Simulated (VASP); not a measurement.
# InGe2O2 (P-3m1) in VASP: a series of runs, part 2 of 2

VASP 6.6.1. Earlier steps stand in the parts before.

## 3. Single point, PBE

This run uses another cell than the first one, of 19.25 Å³/atom, 1.062 times its volume.

Input file INCAR:

```
  ALGO = Normal
  EDIFF = 1E-7
  ENCUT = 520
  GGA = PE
  ISIF = 2
  ISMEAR = 0
  LASPH = T
  LCHARG = F
  LREAL = F
  LWAVE = F
  NBANDS = 34
  NELM = 80
  PREC = Accurate
  SIGMA = 0.1
```

Input file KPOINTS:

```
k-points
0
Gamma
  6 6 4
```

Input file POSCAR:

```
InGe2O2
1.0
    3.6229035300      0.0000000000      0.0000000000
   -1.8114517650      3.1375264924      0.0000000000
    0.0000000000      0.0000000000      8.4675221183
In Ge O
1 2 2
Direct
    0.0000000000      0.0000000000      0.0000000000
    0.6666666667      0.3333333333      0.3490709369
    0.3333333333      0.6666666667      0.6509290631
    0.6666666667      0.3333333333      0.5830275726
    0.3333333333      0.6666666667      0.4169724274
```

Potentials or basis: VASP PAW PBE potentials, release 64 (In_d, Ge_d, O).

Launch:

```console
> cat potpaw_PBE.64/In_d/POTCAR potpaw_PBE.64/Ge_d/POTCAR potpaw_PBE.64/O/POTCAR > POTCAR
> mpirun -np 1 vasp_std > vasp.out
```

OUTCAR:

```text
EDIFF = 1E-7
   ENCUT = 520
   GGA = PE
   ISIF = 2
   ISMEAR = 0
   LASPH = T
   LREAL = F
   NELM = 80
   PREC = Accurate

 ion  position               nearest neighbor table
   1  0.000  0.000  0.000-
   2  0.667  0.333  0.349-   4 1.98   5 2.17   5 2.17   5 2.17
   3  0.333  0.667  0.651-   5 1.98   4 2.17   4 2.17   4 2.17
   4  0.667  0.333  0.583-   2 1.98   3 2.17   3 2.17   3 2.17
   5  0.333  0.667  0.417-   3 1.98   2 2.17   2 2.17   2 2.17

  LATTYP: Found a hexagonal cell.
 ALAT       =     3.6229035300
 C/A-ratio  =     2.3372198702

  Lattice vectors:

 A1 = (   3.6229035300,   0.0000000000,   0.0000000000)
 A2 = (  -1.8114517650,   3.1375264924,   0.0000000000)
 A3 = (   0.0000000000,   0.0000000000,   8.4675221183)

Analysis of symmetry for initial positions (statically):
=====================================================================
 Subroutine PRICEL returns:
 Original cell was already a primitive cell.

 Routine SETGRP: Setting up the symmetry group for a
 hexagonal supercell.

 Subroutine GETGRP returns: Found 12 space group operations
[... 170 lines left out ...]

 E-fermi :   5.2787     XC(G=0):  -9.7665

 val. band max:        5.2566778927   @ k =   0.5000   0.0000   0.2500
 cond. band min:       5.2883138124   @ k =   0.3333   0.0000   0.0000
 fundamental gap:      0.0316359198
 Fermi energy:         5.2787155258

 k-point     1 :       0.0000    0.0000    0.0000
  band No.  band energies     occupation
      1     -20.3325      2.00000
      2     -20.3325      2.00000
      3     -20.3312      2.00000
      4     -20.3312      2.00000
      5     -20.2912      2.00000
      6     -20.2224      2.00000
[... 877 lines left out ...]
     33      10.2261      0.00000
     34      10.5585      0.00000

------------------------ aborting loop because EDIFF is reached ----------------------------------------

  FORCE on cell =-STRESS in cart. coord.  units (eV):
  Direction    XX          YY          ZZ          XY          YZ          ZX
  --------------------------------------------------------------------------------------
  -------------------------------------------------------------------------------------
  Total        0.0748432      0.0748432      0.1530100      0.0000000      0.0000000      0.0000000
  in kB        1.2458406      1.2458406      2.5470063      0.0000000      0.0000000      0.0000000
  external PRESSURE =       1.6795625 kB  Pullay stress =       0.0000000 kB

 VOLUME and BASIS-vectors are now :
 -----------------------------------------------------------------------------
  energy-cutoff  :      520.00
  volume of cell :       96.25
      direct lattice vectors                 reciprocal lattice vectors
     3.622903530  0.000000000  0.000000000     0.276021702  0.159361204  0.000000000
    -1.811451765  3.137526492  0.000000000     0.000000000  0.318722408  0.000000000
     0.000000000  0.000000000  8.467522118     0.000000000  0.000000000  0.118098304

 POSITION                                       TOTAL-FORCE (eV/Angst)
 -----------------------------------------------------------------------------------
      0.00000      0.00000      0.00000        -0.000000      0.000000      0.000000
      1.81145      1.04584      2.95577        -0.000000      0.000000     -0.057331
     -0.00000      2.09168      5.51176         0.000000     -0.000000      0.057331
      1.81145      1.04584      4.93680         0.000000      0.000000      0.002955
     -0.00000      2.09168      3.53072        -0.000000      0.000000     -0.002955
 -----------------------------------------------------------------------------------
    total drift:                                0.000000     -0.000000      0.000000

  FREE ENERGIE OF THE ION-ELECTRON SYSTEM (eV)
  ---------------------------------------------------
  free  energy   TOTEN  =       -24.6962040279 eV

  energy  without entropy=      -24.6875208107  energy(sigma->0) =      -24.69186242
```

OSZICAR:

```text
N       E                     dE             d eps       ncg     rms          rms(c)
DAV:   1     0.572761050505E+03    0.57276E+03   -0.25196E+04  1918   0.340E+03
DAV:   2     0.850552945580E+02   -0.48771E+03   -0.47023E+03  1680   0.805E+02
DAV:   3    -0.201990528590E+02   -0.10525E+03   -0.10324E+03  1892   0.232E+02
DAV:   4    -0.278706572294E+02   -0.76716E+01   -0.75885E+01  1900   0.702E+01
DAV:   5    -0.281183416190E+02   -0.24768E+00   -0.24741E+00  2166   0.126E+01    0.113E+01
DAV:   6    -0.248456404473E+02    0.32727E+01   -0.16994E+01  2506   0.385E+01    0.509E+00
DAV:   7    -0.247218917940E+02    0.12375E+00   -0.23014E+00  1838   0.851E+00    0.246E+00
DAV:   8    -0.247052881775E+02    0.16604E-01   -0.36988E-01  2362   0.371E+00    0.897E-01
DAV:   9    -0.246957610646E+02    0.95271E-02   -0.51173E-02  2556   0.183E+00    0.252E-01
DAV:  10    -0.246961868197E+02   -0.42576E-03   -0.12492E-02  2382   0.777E-01    0.109E-01
DAV:  11    -0.246961522368E+02    0.34583E-04   -0.11093E-03  2050   0.253E-01    0.519E-02
DAV:  12    -0.246961980782E+02   -0.45841E-04   -0.37681E-04  2122   0.964E-02    0.108E-02
DAV:  13    -0.246962034461E+02   -0.53679E-05   -0.17786E-05  1990   0.531E-02    0.506E-03
DAV:  14    -0.246962039354E+02   -0.48931E-06   -0.25380E-06  1960   0.115E-02    0.120E-03
DAV:  15    -0.246962040279E+02   -0.92529E-07   -0.45591E-07  1668   0.576E-03
   1 F= -.24696204E+02 E0= -.24691862E+02  d E =-.868322E-02
```

stdout:

```text
POSCAR found type information on POSCAR InGeO
 POSCAR found :  3 types and       5 ions
 scaLAPACK will be used
 LDA part: xc-table for (Slater+PW92), standard interpolation
 POSCAR, INCAR and KPOINTS ok, starting setup
 FFT: planning ... GRIDC
 FFT: planning ... GRID_SOFT
 FFT: planning ... GRID
 WAVECAR not read
 entering main loop
```

Wall time 78 s (1 thread of Intel Xeon Platinum 8488C (Sapphire Rapids), shared host); peak memory 0.25 GiB.

Results:

- Free energy: -24.6962 eV
- Pressure: 0.2 GPa
- Largest force: 0.057 eV/Å

Forces on the atoms (eV/Å):
```
In   0.000  0.000  0.000
Ge   0.000  0.000 -0.057
Ge   0.000  0.000  0.057
O    0.000  0.000  0.003
O    0.000  0.000 -0.003
```

Levels at points of the mesh, in eV from the Fermi level:
```csv
k point,band 23,band 24,band 25,band 26,band 27,band 28,band 29,band 30
"(0.00, 0.00, 0.00)",-5.00,-4.16,-4.16,-2.93,0.77,3.02,3.02,3.92
"(0.50, 0.00, 0.00)",-4.40,-3.93,-2.45,-2.43,-0.68,-0.43,2.28,3.36
"(0.00, 0.00, 0.50)",-5.84,-4.16,-4.16,-1.46,0.24,3.05,3.05,3.34
"(0.50, 0.00, 0.50)",-4.40,-3.85,-3.30,-1.96,-1.03,0.66,1.21,3.52
```

Caveat: spin-orbit coupling is left out, which moves the levels of the heavy elements; an odd number of electrons without spin polarisation forces a metal; a magnetic or distorted state may lie lower.
